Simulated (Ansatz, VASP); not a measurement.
# Two plane-wave programs on SnF

```
F Sn
1.0
     4.08868    0.00000    0.00000
    -2.04434    3.54091    0.00000
     0.00000    0.00000    4.96302
F Sn
2 2
Direct
  0.00000 0.00000 0.00000
  0.00000 0.00000 0.50000
  0.33333 0.66667 0.25000
  0.66666 0.33333 0.75000
```

Alike in both runs: task single point; functional r2SCAN; k mesh 7 × 7 × 5; occupations gaussian, width 0.0216 eV; no spin polarisation.

|  | VASP | Ansatz |
| --- | --- | --- |
| version | VASP 6.6.1 | Ansatz 0.2.0 |
| potentials or method | VASP PAW PBE potentials, release 64 (F, Sn_d), cutoff 520 eV | PAW plane waves |
| valence electrons in the cell | 42 | 42 |

VASP gave:

| Property | Result |
| --- | --- |
| pressure (GPa) | 1.2 |
| traceless stress, the component that is largest in VASP (GPa) | 1.32 |

Q: Which values does Ansatz return?

A: Pressure (GPa): 1.3; traceless stress, the component that is largest in VASP (GPa): 1.33.

VASP's potentials were made for PBE, not for r2SCAN. With one functional, cell and mesh, what is left measures potentials, basis and numerics. Ansatz's warnings: structure snapped to symmetry.
